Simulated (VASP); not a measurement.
Here is a VASP 6.6.1 calculation.

Contents of INCAR:

```
SYSTEM = La2NbO5
PREC = Accurate ; ENCUT = 600
EDIFF = 1E-6 ; ISMEAR = 0
SIGMA = 0.15 ; LREAL = .False.
LASPH = .True. ; NELM = 80
ALGO = Normal ; ISIF = 3
LWAVE = .False. ; LCHARG = .False.
GGA = PE ; IBRION = 2
NSW = 36 ; EDIFFG = -0.08
```

File KPOINTS:

```
Automatic mesh
0
Gamma
  3 3 3
  0 0 0
```

Contents of POSCAR:

```
La2NbO5
1.0
   -2.6668984100      2.6668984100      4.3637340200
    2.6668984100     -2.6668984100      4.3637340200
    2.6668984100      2.6668984100     -4.3637340200
La Nb O
2 1 5
Direct
    0.2500000000      0.7500000000      0.5000000000
    0.0000000000      0.0000000000      0.0000000000
    0.7500000000      0.2500000000      0.5000000000
    0.7335966900      0.7335966900      0.0000000000
    0.2664033100      0.2664033100      0.0000000000
    0.5473848600      0.0473848600      0.5000000000
    0.9526151400      0.4526151400      0.5000000000
    0.5000000000      0.5000000000      0.0000000000
```

Potentials or basis: VASP PAW PBE potentials, release 64 (La, Nb_sv, O).

Command:

```console
$ cat potpaw_PBE.64/La/POTCAR potpaw_PBE.64/Nb_sv/POTCAR potpaw_PBE.64/O/POTCAR > POTCAR
$ mpirun -np 1 vasp_std > vasp.out
```

**Question.** Predict the relaxed volume.

**Answer.** 15.39 Å³/atom.

**Question.** What does it give for the band gap on the k mesh?

**Answer.** Zero (an odd number of electrons rules out a gap without spin polarisation).

**Question.** What does it give for the space group after relaxing (to 0.1 Å)?

**Answer.** I-4m2 (No. 119).

**Question.** Predict the relaxed cell.

**Answer.** a = 6.766 Å, b = 6.766 Å, c = 6.766 Å, α = 140.73°, β = 140.73°, γ = 56.74°.

The path:
```tsv
step	energy change (eV)	largest force (eV/Å)	pressure (GPa)	volume (Å³)
1	0.0000	5.5566	3.66	124.15
2	-0.6255	2.0771	-14.32	129.49
3	-0.7041	2.0892	-13.75	128.99
4	-0.7939	2.0819	-13.04	128.47
5	-1.0582	1.8746	-8.54	126.46
6	-1.9659	1.4339	1.05	114.44
7	-2.0873	1.4380	7.48	109.52
8	-2.6621	1.7787	8.60	108.76
9	-2.8011	2.1986	10.98	107.94
10	-3.4639	2.5485	-1.77	117.81
11	-3.5531	2.6890	-6.24	122.53
12	-4.2324	2.1228	-5.67	123.99
13	-1.6172	14.5590	14.28	128.34
14	-4.4715	1.2782	-4.55	124.57
15	-4.5719	0.4528	-2.30	125.48
16	-4.8773	1.8651	1.53	123.69
17	-4.8889	2.4855	3.08	123.05
18	-5.0707	0.3183	-1.71	124.25
19	-5.1123	0.4313	-0.48	123.93
20	-5.1122	0.3971	-0.53	123.94
21	-5.1243	0.3085	-0.20	123.47
22	-5.1383	0.1753	0.78	122.18
23	-5.1415	0.1651	-0.24	122.89
24	-5.1415	0.1628	-0.10	122.89
25	-5.1430	0.0686	-0.11	123.09
```

Caveat: the k points lie up to 0.49 Å⁻¹ apart in the final cell, too coarse for converged energies and pressures of a metal; a cell axis changed by over 15 % at a fixed basis, so the end point is rough; spin-orbit coupling is left out, which moves the levels of the heavy elements; an odd number of electrons without spin polarisation forces a metal; a magnetic or distorted state may lie lower; the relaxation stopped at a loose force limit of 0.08 eV/Å, so its end isn't a converged minimum.
